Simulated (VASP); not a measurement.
**FeCo3: single point with PBEsol**

Crystal: FeCo3.

```
CELL_PARAMETERS angstrom
3.36234 0.00000 0.00000
0.00000 3.36234 0.00000
0.00000 0.00000 3.36234
ATOMIC_POSITIONS crystal
Fe 0.00000 0.00000 0.00000
Co 0.50000 0.50000 0.00000
Co 0.50000 0.00000 0.50000
Co 0.00000 0.50000 0.50000
```

* Program: VASP 6.6.1
* Task: single point
* Functional: PBEsol
* Potentials or basis: VASP PAW PBE potentials, release 64 (Fe, Co)
* Cutoff: 520 eV
* k mesh: 12 × 12 × 12
* Occupations: gaussian, width 0.1 eV
* Spin: no spin polarisation
* Dipole correction: no
* Further INCAR settings: ALGO = Normal; EDIFF = 1e-06; NBANDS = 26

The pressure is 11.2 GPa. The band gap on the k mesh is zero (an odd number of electrons rules out a gap without spin polarisation).

Levels at points of the mesh, in eV from the Fermi level:
```csv
k point,band 16,band 17,band 18,band 19,band 20,band 21
"(0.00, 0.00, 0.00)",0.58,0.64,0.64,1.01,1.01,1.01
"(0.50, 0.00, 0.00)",-0.76,-0.76,-0.45,-0.20,0.14,0.58
"(0.50, 0.50, 0.00)",-0.83,-0.78,-0.76,-0.43,-0.43,2.23
"(0.50, 0.50, 0.50)",-0.16,0.32,0.32,0.32,0.66,0.66
```

Wall time 44 s on 1 thread of Intel(R) Xeon(R) 6975P-C (Granite Rapids), with other jobs on the host, peak memory 0.21 GiB.

Caveat: the cell stands under pressure; the PAW data sets were made with another functional, which shifts forces and pressure a little; the run has no spin polarisation, though such a crystal can be magnetic. Spin polarisation is off, so any magnetic state and its effect on volume and gap are missing.
